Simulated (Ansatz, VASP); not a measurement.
One calculation of TaRu2, two programs

INCAR

```
PREC = Accurate ; ENCUT = 520
EDIFF = 1E-6 ; ISMEAR = 0
SIGMA = 0.1 ; LREAL = False
LASPH = True ; NELM = 150
ALGO = Fast ; ISIF = 2
LWAVE = False ; LCHARG = True
ISPIN = 2 ; MAGMOM = 0 1 1
LORBIT = 11 ; LMAXMIX = 4
GGA = PE ; LELF = True
LVHAR = True ; NBANDS = 30
```

File KPOINTS:

```
Automatic mesh
0
Gamma
  8 8 8
```

POSCAR

```
TaRu2
1.0
   -1.5655260597      1.5655260597      4.7913998390
    1.5655260597     -1.5655260597      4.7913998390
    1.5655260597      1.5655260597     -4.7913998390
Ta Ru
1 2
Direct
    0.5000000000      0.5000000000      0.0000000000
    0.8460469459      0.8460469459      0.0000000000
    0.1539530541      0.1539530541      0.0000000000
```

Input for Ansatz:

```yaml
crystal:
  lattice:
    - [-1.5655260597, 1.5655260597, 4.791399839]
    - [1.5655260597, -1.5655260597, 4.791399839]
    - [1.5655260597, 1.5655260597, -4.791399839]
  atoms:
    - { symbol: Ta, position: [0.5, 0.5, 0.0] }
    - { symbol: Ru, position: [0.8460469459, 0.8460469459, 0.0], spin: 1.0 }
    - { symbol: Ru, position: [0.1539530541, 0.1539530541, 0.0], spin: 1.0 }
basis:
  ecutwfc: 420
kpoints:
  mp_grid: { grid: [8, 8, 8] }
hamiltonian:
  xc: pbe
scf:
  occupations: { method: gaussian, width: 0.1 }
  lower_state_search: "off"
output:
  forces: true
  stress: true
  eigenvalues: true
  populations: true
magnetization:
  spin_polarized: true
```

Alike in both runs: task single point; functional PBE; k mesh 8 × 8 × 8; occupations gaussian, width 0.1 eV; collinear spin.

```csv
,VASP,Ansatz
version,VASP 6.6.1,Ansatz 0.2.0
potentials or method,"VASP PAW PBE potentials, release 64 (Ta_pv, Ru_pv), cutoff 520 eV","scalar-relativistic, plane waves, PAW"
valence electrons in the cell,39,45
```

VASP gave:

```
gap on the k mesh at the Fermi level (eV)                     : none
pressure (GPa)                                                : 0.2
traceless stress, the component that is largest in VASP (GPa) : -0.06
rms of the force components (eV/Å)                            : 0.012
net moment per atom (μB)                                      : 0.00
```

Question: Estimate Ansatz's values.

Answer: gap on the k mesh at the Fermi level (eV): none; pressure (GPa): 0.0; traceless stress, the component that is largest in VASP (GPa): 0.01; rms of the force components (eV/Å): 0.000; net moment per atom (μB): 0.00.

Atom by atom the forces differ by 0.012 eV/Å (rms over components). A gap of «none» marks a metal or a gap that the smearing closes. VASP's potentials hold 39 valence electrons a cell and Ansatz's 45, so a difference there can come from the potentials and not from the codes. Ansatz's warnings: seeded moment not kept.

Neither program's run includes spin-orbit coupling.
